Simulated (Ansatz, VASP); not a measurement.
H: VASP beside Ansatz

Contents of INCAR:

```
SYSTEM = H
PREC = Accurate
ENCUT = 400
EDIFF = 1E-6
ISMEAR = 0
SIGMA = 0.05
LREAL = .FALSE.
LASPH = .TRUE.
NELM = 120
ALGO = Normal
ISIF = 2
LWAVE = .FALSE.
LCHARG = .FALSE.
LDIPOL = .TRUE.
IDIPOL = 3
DIPOL = 0.5 0.5 0.731
GGA = PE
IVDW = 12
NBANDS = 8
GGA_COMPAT = .FALSE.
NELMDL = -8
```

KPOINTS

```
regular mesh
0
G
  3 3 1
  0 0 0
```

File POSCAR:

```
H
1.0
    5.9506164706      0.0000000000      0.0000000000
   -2.9753082353      5.1533850317      0.0000000000
    0.0000000000      0.0000000000     24.4485225033
H
2
Direct
    0.2561049204      1.0193501129      0.7460807419
    0.2404865017      0.9867545594      0.7160868562
```

Input for Ansatz:

```yaml
crystal:
  lattice:
    - [5.9506164706, 0.0, 0.0]
    - [-2.9753082353, 5.1533850317, 0.0]
    - [0.0, 0.0, 24.4485225033]
  atoms:
    - { symbol: H, position: [0.2561049204, 1.0193501129, 0.7460807419] }
    - { symbol: H, position: [0.2404865017, 0.9867545594, 0.7160868562] }
basis:
  ecutwfc: 420
kpoints:
  mp_grid: { grid: [3, 3, 1] }
hamiltonian:
  xc: pbe
  dispersion: d3bj
scf:
  occupations: { method: gaussian, width: 0.05 }
output:
  forces: true
  eigenvalues: true
  write_density: true
  volumetric_format: npy
efield:
  axis: 3
  dipole_correction: true
  ramp_width: 0.04
```

Alike in both runs: task single point; functional PBE; dispersion D3(BJ); k mesh 3 × 3 × 1; occupations gaussian, width 0.05 eV; no spin polarisation.

|  | VASP | Ansatz |
| --- | --- | --- |
| version | VASP 6.6.1 | Ansatz 0.2.0 |
| potentials or method | VASP PAW PBE potentials, release 64 (H), cutoff 400 eV | scalar-relativistic, plane waves, PAW |
| valence electrons in the cell | 2 | 2 |

VASP gave:

```
gap on the k mesh at the Fermi level (eV) : 9.97
rms of the force components (eV/Å)        : 0.032
```

Problem. Which values does Ansatz return?

Solution. gap on the k mesh at the Fermi level (eV): 9.97; rms of the force components (eV/Å): 0.040.

Atom by atom the forces differ by 0.008 eV/Å (rms over components).
